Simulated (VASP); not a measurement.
## Ni: single point with PBE

Ni:

```
Ni
1.0
     0.00000    1.73757    1.73757
     1.73757    0.00000    1.73757
     1.73757    1.73757    0.00000
Ni
1
Direct
  0.00000 0.00000 0.00000
```

```yaml
Program: VASP 6.6.1
Task: single point
Functional: PBE
Potentials_or_basis: VASP PAW PBE potentials, release 64 (Ni)
Cutoff: 520 eV
k_mesh: 13 × 13 × 13
Occupations: gaussian, width 0.02 eV
Spin: collinear spin, ferromagnetic start
Starting_moments: "[1.0] μB"
Dipole_correction: no
Further_INCAR_settings: ALGO = Fast; EDIFF = 1e-06; NBANDS = 15
```

```yaml
Pressure: 7.5 GPa
Net_moment: 0.62 μB per cell
Site_moments: Ni +0.63 μB
Valence_electrons_inside_the_program's_atomic_spheres: Ni 9.38
```

Levels at points of the mesh, in eV from the Fermi level:
Spin up:
| k point | band 1 | band 2 | band 3 | band 4 | band 5 | band 6 | band 7 | band 8 | band 9 | band 10 |
| --- | --- | --- | --- | --- | --- | --- | --- | --- | --- | --- |
| (0.00, 0.00, 0.00) | -9.29 | -2.55 | -2.55 | -2.55 | -1.30 | -1.30 | 24.01 | 28.16 | 28.16 | 28.16 |
Spin down:
| k point | band 1 | band 2 | band 3 | band 4 | band 5 | band 6 | band 7 | band 8 | band 9 | band 10 |
| --- | --- | --- | --- | --- | --- | --- | --- | --- | --- | --- |
| (0.00, 0.00, 0.00) | -9.32 | -1.80 | -1.80 | -1.80 | -0.73 | -0.73 | 23.86 | 28.14 | 28.14 | 28.14 |

It took 42 s on 1 thread of AMD EPYC 7R43 64-Core Processor (Zen 3) (shared host), peak memory 0.1 GiB.
